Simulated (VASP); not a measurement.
# Al (Im-3m) in VASP: notebook

The runs below take Al through single point, relaxation of cell and atoms, with LDA.

All numbers are computed with VASP 6.6.1; they aren't measurements. Logs are shortened: lines on timing, memory, paths and dates and some standing lists are left out, and cuts for length are marked.

### Step 1. The cell of the first run

Symmetry: Im-3m, No. 229, cubic system. Conventional cell: a = 3.189 Å, b = 3.189 Å, c = 3.189 Å, α = 90.00°, β = 90.00°, γ = 90.00°. Within 3.6 Å of Al (site symmetry m-3m) lie 14 Al at 2.76 to 3.19 Å.

### Step 2. Single point, LDA

Contents of INCAR:

```
SYSTEM = Al
ALGO = Normal
EDIFF = 1E-6
ENCUT = 500
GGA = CA
GGA_COMPAT = .FALSE.
ISIF = 2
ISMEAR = -1
LASPH = .TRUE.
LCHARG = .TRUE.
LELF = .TRUE.
LREAL = .FALSE.
LVHAR = .TRUE.
LWAVE = .FALSE.
NBANDS = 8
NELM = 120
PREC = Accurate
SIGMA = 0.1
```

Contents of KPOINTS:

```
k-points
0
G
  9 9 9
  0 0 0
```

Contents of POSCAR:

```
Al
1.0
    1.5942828497      1.5942828497      1.5942828497
   -1.5942828497      1.5942828497      1.5942828497
   -1.5942828497     -1.5942828497      1.5942828497
Al
1
Direct
    0.0000000000      0.0000000000      0.0000000000
```

Potentials or basis: VASP PAW LDA potentials, release 64 (Al).

Run with:

```
cat potpaw_LDA.64/Al/POTCAR > POTCAR
mpirun -np 1 vasp_std > vasp.out
```

OUTCAR:

```text
SYSTEM = Al
   EDIFF = 1E-6
   ENCUT = 500
   GGA = CA
   ISIF = 2
   ISMEAR = -1
   LASPH = .TRUE.
   LREAL = .FALSE.
   NELM = 120
   PREC = Accurate

 ion  position               nearest neighbor table
   1  0.000  0.000  0.000-

  LATTYP: Found a body centered cubic cell.
 ALAT       =     3.1885656994

  Lattice vectors:

 A1 = (   1.5942828497,  -1.5942828497,  -1.5942828497)
 A2 = (   1.5942828497,   1.5942828497,   1.5942828497)
 A3 = (  -1.5942828497,  -1.5942828497,   1.5942828497)

Analysis of symmetry for initial positions (statically):
=====================================================================
 Subroutine PRICEL returns:
 Original cell was already a primitive cell.

 Routine SETGRP: Setting up the symmetry group for a
 body centered cubic supercell.

 Subroutine GETGRP returns: Found 48 space group operations
 (whereof 48 operations were pure point group operations)
 out of a pool of 48 trial point group operations.

The static configuration has the point symmetry O_h .

Analysis of symmetry for dynamics (positions and initial velocities):
=====================================================================
 Subroutine PRICEL returns:
 Original cell was already a primitive cell.

 Routine SETGRP: Setting up the symmetry group for a
 body centered cubic supercell.

 Subroutine GETGRP returns: Found 48 space group operations
 (whereof 48 operations were pure point group operations)
 out of a pool of 48 trial point group operations.

The dynamic configuration has the point symmetry O_h .

 Subroutine INISYM returns: Found 48 space group operations
 (whereof 48 operations are pure point group operations),
 and found     1 'primitive' translations

----------------------------------------------------------------------------------------

                                     Primitive cell

  volume of cell :      16.2090

  direct lattice vectors                    reciprocal lattice vectors
     1.594282850  1.594282850  1.594282850     0.313620635  0.000000000  0.313620635
    -1.594282850  1.594282850  1.594282850    -0.313620635  0.313620635  0.000000000
    -1.594282850 -1.594282850  1.594282850     0.000000000 -0.313620635  0.313620635

  length of vectors
     2.761378897  2.761378897  2.761378897     0.443526556  0.443526556  0.443526556

  position of ions in fractional coordinates (direct lattice)
     0.000000000  0.000000000  0.000000000

  ion indices of the primitive-cell ions
   primitive index   ion index
                 1           1

----------------------------------------------------------------------------------------

 KPOINTS: k-points

Automatic generation of k-mesh.
 Grid dimensions read from file:
 generate k-points for:    9    9    9

 Generating k-lattice:

  Cartesian coordinates                     Fractional coordinates (reciprocal lattice)
     0.034846737  0.000000000  0.034846737     0.111111111  0.000000000  0.000000000
    -0.034846737  0.034846737  0.000000000     0.000000000  0.111111111  0.000000000
     0.000000000 -0.034846737  0.034846737     0.000000000  0.000000000  0.111111111

  Length of vectors
     0.049280728  0.049280728  0.049280728

  Shift w.r.t. Gamma in fractional coordinates (k-lattice)
     0.000000000  0.000000000  0.000000000

 Subroutine IBZKPT returns following result:
 ===========================================

 Found     35 irreducible k-points:

 Following reciprocal coordinates:
            Coordinates               Weight
  0.000000  0.000000  0.000000      1.000000
  0.111111  0.000000  0.000000     12.000000
  0.222222  0.000000  0.000000     12.000000
  0.333333  0.000000  0.000000     12.000000
  0.444444  0.000000  0.000000     12.000000
  0.222222  0.111111 -0.000000     24.000000
[... 16 lines left out ...]
  0.111111 -0.444444  0.111111     24.000000
  0.222222 -0.444444  0.111111     24.000000
 [... further k-points ...]
   k-points           NKPTS =     35   k-points in BZ     NKDIM =     35   number of bands    NBANDS=      8
   number of dos      NEDOS =    301   number of ions     NIONS =      1
   total plane-waves  NPLWV =   8000
   dimension x,y,z NGX =    20 NGY =   20 NGZ =   20
   dimension x,y,z NGXF=    40 NGYF=   40 NGZF=   40
   ions per type =               1
   NGX,Y,Z   is equivalent  to a cutoff of  12.04, 12.04, 12.04 a.u.
   NGXF,Y,Z  is equivalent  to a cutoff of  24.08, 24.08, 24.08 a.u.
 SYSTEM =  Al
   PREC   = accura    normal or accurate (medium, high low for compatibility)
   ISTART =      0    job   : 0-new  1-cont  2-samecut
   ICHARG =      2    charge: 1-file 2-atom 10-const
   ISPIN  =      1    spin polarized calculation?
   LNONCOLLINEAR =      F non collinear calculations
   LSORBIT =      F    spin-orbit coupling
   LASPH  =      T    aspherical Exc in radial PAW
   ENCUT  =  500.0 eV  36.75 Ry    6.06 a.u.   5.03  5.03  5.03*2*pi/ulx,y,z
   NELM   =    120;   NELMIN=  2; NELMDL= -5     # of ELM steps
   EDIFF  = 0.1E-05   stopping-criterion for ELM
   LREAL  =      F    real-space projection
   EDIFFG = 0.1E-04   stopping-criterion for IOM
   NSW    =      0    number of steps for IOM
   IBRION =     -1    ionic relax: 0-MD 1-quasi-New 2-CG
   NFREE  =      0    steps in history (QN), initial steepest desc. (CG)
   ISIF   =      2    stress and relaxation
   ISYM   =      2    0-nonsym 1-usesym 2-fastsym
   POTIM  = 0.5000    time-step for ionic-motion
   TEBEG  =    0.0;   TEEND  =   0.0 temperature during run
   PSTRESS=    0.0 pullay stress
   NELECT =       3.0000    total number of electrons
   NUPDOWN=      -1.0000    fix difference up-down
   EMIN   =  10.00;   EMAX   =-10.00  energy-range for DOS
   EFERMI =   0.00;   METHOD = LEGACY
   ISMEAR =    -1;   SIGMA  =   0.10  broadening in eV -4-tet -1-fermi 0-gaus
   EFERMI_NEDOS =   21; number of points for ismear=-14 and -15
   IALGO  =     38    algorithm
   IMIX   =      4    mixing-type and parameters
     AMIX     =   0.40;   BMIX     =  1.00
     AMIX_MAG =   1.60;   BMIX_MAG =  1.00
  volume/ion in A,a.u.               =      16.21       109.38
  Fermi-wavevector in a.u.,A,eV,Ry     =   0.932960  1.763040 11.842717  0.870415
  Thomas-Fermi vector in A             =   2.059612
   LORBIT       =      0    0 simple, 1 ext, 2 COOP (PROOUT), +10 PAW based schemes
   GGA     = CA    functional components
   LHFCALC =     F    Hartree Fock is set to
   AEXX    =    0.0000 exact exchange contribution
   IVDW    =     0    specifies the selected vdW correction
   LEPSILON=     F    determine dielectric tensor
   LRPA    =     F    only Hartree local field effects (RPA)
 non-spin polarized calculation
  energy-cutoff  :      500.00
  volume of cell :       16.21
 maximum number of plane-waves:       426
   NGX =  9   NGY =  9   NGZ =  9

 number of electron       3.0000000 magnetization

 Free energy of the ion-electron system (eV)
  ---------------------------------------------------
  ext. energy  EPLUGINS =         0.00000000
  ---------------------------------------------------
  free energy    TOTEN  =        -4.09265752 eV

  energy without entropy =       -4.07706696  energy(sigma->0) =       -4.08486224

 E-fermi :   8.0195     XC(G=0): -10.4134

 val. band max:        7.8702326970   @ k =   0.2222  -0.3333   0.2222
 cond. band min:       8.1521799315   @ k =   0.4444   0.2222   0.1111
 fundamental gap:      0.2819472345
 Fermi energy:         8.0195168661

 k-point     1 :       0.0000    0.0000    0.0000
  band No.  band energies     occupation
      1      -3.2410      2.00000
      2      21.2788      0.00000
      3      21.2788      0.00000
      4      21.2788      0.00000
      5      22.6651      0.00000
      6      22.6651      0.00000
      7      22.6651      0.00000
      8      24.4001      0.00000

 k-point     2 :       0.1111    0.0000    0.0000
  band No.  band energies     occupation
      1      -2.8826      2.00000
      2      17.9888      0.00000
      3      19.5723      0.00000
      4      20.1093      0.00000
      5      21.5339      0.00000
      6      22.6708      0.00000
      7      23.8918      0.00000
      8      24.5659      0.00000

 k-point     3 :       0.2222    0.0000    0.0000
  band No.  band energies     occupation
      1      -1.8129      2.00000
      2      13.4068      0.00000
      3      17.9002      0.00000
      4      18.3581      0.00000
      5      19.9002      0.00000
      6      21.2247      0.00000
      7      25.3471      0.00000
      8      25.3570      0.00000

 k-point     4 :       0.3333    0.0000    0.0000
  band No.  band energies     occupation
      1      -0.0483      2.00000
      2       9.1734      0.00002
      3      16.7800      0.00000
      4      17.0547      0.00000
      5      18.7124      0.00000
      6      20.1375      0.00000
      7      26.6912      0.00000
      8      27.2294      0.00000

 k-point     5 :       0.4444    0.0000    0.0000
  band No.  band energies     occupation
      1       2.3804      2.00000
      2       5.4953      2.00000
      3      16.2215      0.00000
      4      16.3826      0.00000
      5      18.1061      0.00000
      6      19.5473      0.00000
      7      28.3057      0.00000
      8      29.4038      0.00000
[... 177 lines left out ...]
 k-point    22 :       0.1111    0.4444    0.1111
  band No.  band energies     occupation
      1       0.6511      2.00000
      2       9.8073      0.00000
      3      12.5157      0.00000
      4      13.1849      0.00000
      5      24.2081      0.00000
      6      24.4484      0.00000
      7      27.0809      0.00000
      8      27.3796      0.00000

 k-point    23 :       0.1111   -0.4444    0.1111
  band No.  band energies     occupation
      1       3.0656      2.00000
      2       6.1670      2.00000
      3      11.8527      0.00000
      4      12.5478      0.00000
      5      23.7391      0.00000
      6      24.0362      0.00000
      7      28.7376      0.00000
      8      29.7677      0.00000

 k-point    24 :       0.2222   -0.4444    0.1111
  band No.  band energies     occupation
      1       2.7264      2.00000
      2       8.5351      0.01146
      3       9.1549      0.00002
      4      11.9633      0.00000
      5      26.0492      0.00000
      6      26.0808      0.00000
      7      28.5139      0.00000
      8      28.7487      0.00000

 [... further k-points ...]
[... 5 lines left out ...]
  --------------------------------------------------------------------------------------
  -------------------------------------------------------------------------------------
  Total        0.0086931      0.0086931      0.0086931      0.0000000     -0.0000000     -0.0000000
  in kB        0.8592731      0.8592731      0.8592731      0.0000000     -0.0000000     -0.0000000
  external PRESSURE =       0.8592731 kB  Pullay stress =       0.0000000 kB

 VOLUME and BASIS-vectors are now :
 -----------------------------------------------------------------------------
  energy-cutoff  :      500.00
  volume of cell :       16.21
      direct lattice vectors                 reciprocal lattice vectors
     1.594282850  1.594282850  1.594282850     0.313620635  0.000000000  0.313620635
    -1.594282850  1.594282850  1.594282850    -0.313620635  0.313620635  0.000000000
    -1.594282850 -1.594282850  1.594282850     0.000000000 -0.313620635  0.313620635

 POSITION                                       TOTAL-FORCE (eV/Angst)
 -----------------------------------------------------------------------------------
      0.00000      0.00000      0.00000         0.000000      0.000000      0.000000
 -----------------------------------------------------------------------------------
    total drift:                                0.000000     -0.000000      0.000000

  FREE ENERGIE OF THE ION-ELECTRON SYSTEM (eV)
  ---------------------------------------------------
  free  energy   TOTEN  =        -4.0926575232 eV

  energy  without entropy=       -4.0770669599  energy(sigma->0) =       -4.08486224
```

Wall time 3.6 s (1 thread of Intel Xeon Platinum 8488C (Sapphire Rapids), shared host); peak memory 0.11 GiB.

What came out:

* Free energy: -4.0927 eV
* Pressure: 0.1 GPa

### Step 3. Relaxation of cell and atoms, LDA

This run uses another cell than the first one, of 16.54 Å³/atom, 1.020 times its volume.

Contents of INCAR:

```
SYSTEM = Al
PREC = Accurate
ENCUT = 500
EDIFF = 1E-7
ISMEAR = -1
SIGMA = 0.1
LREAL = .FALSE.
LASPH = .TRUE.
NELM = 120
ALGO = Normal
ISIF = 3
LWAVE = .FALSE.
LCHARG = .FALSE.
GGA = CA
IBRION = 2
NSW = 80
EDIFFG = -0.03
GGA_COMPAT = .FALSE.
NELMIN = 4
```

Contents of KPOINTS:

```
Automatic mesh
0
G
  9 9 9
  0 0 0
```

Contents of POSCAR:

```
Al
1.0
    1.6050000000      1.6050000000      1.6050000000
   -1.6050000000      1.6050000000      1.6050000000
   -1.6050000000     -1.6050000000      1.6050000000
Al
1
Direct
    0.0000000000      0.0000000000      0.0000000000
```

Potentials or basis: VASP PAW LDA potentials, release 64 (Al).

Run with:

```
cat potpaw_LDA.64/Al/POTCAR > POTCAR
mpirun -np 1 vasp_std > vasp.out
```

Run time: 2.7 s. Hardware: 1 thread of Intel Xeon Platinum 8488C (Sapphire Rapids), shared host; peak memory 0.11 GiB.

The run converged. Its results:

| Quantity | Value |
| --- | --- |
| Free energy | -4.0927 eV |
| Relaxed volume | 16.20 Å³/atom |
| Relaxed cell | a = 2.761 Å, b = 2.761 Å, c = 2.761 Å, α = 70.53°, β = 109.47°, γ = 70.53° |
| Space group after relaxing (to 0.05 Å) | Im-3m (No. 229) |
| Energy gained by relaxing | 1.3 meV/atom |
| Ionic steps | 2 |
| Pressure after relaxing | 0.1 GPa |

Step by step:
| step | energy change (eV) | largest force (eV/Å) | pressure (GPa) | volume (Å³) |
| --- | --- | --- | --- | --- |
| 1 | 0.0000 | 0.0000 | -1.36 | 16.54 |
| 2 | -0.0013 | 0.0000 | 0.11 | 16.20 |

Final structure:
```yaml
crystal:
  lattice:
    - [1.59414, 1.59414, 1.59414]
    - [-1.59414, 1.59414, 1.59414]
    - [-1.59414, -1.59414, 1.59414]
  atoms:
    - { symbol: Al, position: [0.00000, 0.00000, 0.00000] }
```

Levels at points of the mesh, in eV from the Fermi level:
| k point | band 1 | band 2 | band 3 | band 4 |
| --- | --- | --- | --- | --- |
| (0.00, 0.00, 0.00) | -11.26 | 13.26 | 13.26 | 13.26 |
